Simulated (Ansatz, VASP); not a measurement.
One calculation of LiF, two programs

File INCAR:

```
PREC = Accurate
ENCUT = 520
EDIFF = 1E-6
ISMEAR = 0
SIGMA = 0.01
LREAL = F
LASPH = T
NELM = 60
ALGO = Normal
ISIF = 2
LWAVE = F
LCHARG = F
GGA = PE
NBANDS = 12
```

KPOINTS

```
Automatic mesh
0
Gamma
  8 8 8
```

File POSCAR:

```
LiF
1.0
    0.0000000000      2.2246962952      2.2246962952
    2.2246962952      0.0000000000      2.2246962952
    2.2246962952      2.2246962952      0.0000000000
Li F
1 1
Direct
    0.0000000000      0.0000000000      0.0000000000
    0.2500000000      0.2500000000      0.2500000000
```

Input for Ansatz:

```yaml
crystal:
  lattice:
    - [0.0, 2.2246962952, 2.2246962952]
    - [2.2246962952, 0.0, 2.2246962952]
    - [2.2246962952, 2.2246962952, 0.0]
  atoms:
    - { symbol: Li, position: [0.0, 0.0, 0.0] }
    - { symbol: F, position: [0.25, 0.25, 0.25] }
kpoints:
  mp_grid: { grid: [8, 8, 8] }
hamiltonian:
  xc: pbe
scf:
  occupations: { method: fixed }
  n_extra_bands: 4
output:
  forces: true
  stress: true
  eigenvalues: true
```

Alike in both runs: task single point; functional PBE; k mesh 8 × 8 × 8; no spin polarisation.

```csv
,VASP,Ansatz
version,VASP 6.6.1,Ansatz 0.2.0
potentials or method,"VASP PAW PBE potentials, release 64 (Li_sv, F)","plane waves, PAW"
plane-wave cutoff (eV),520,420
occupations,"gaussian, width 0.01 eV",fixed
valence electrons in the cell,10,10
```

```csv
,VASP,Ansatz,Ansatz less VASP
gap on the k mesh at the Fermi level (eV),7.34,7.35,+0.009
```

Noted on VASP's run: the cutoff is short for stress, so the pressure is rough.
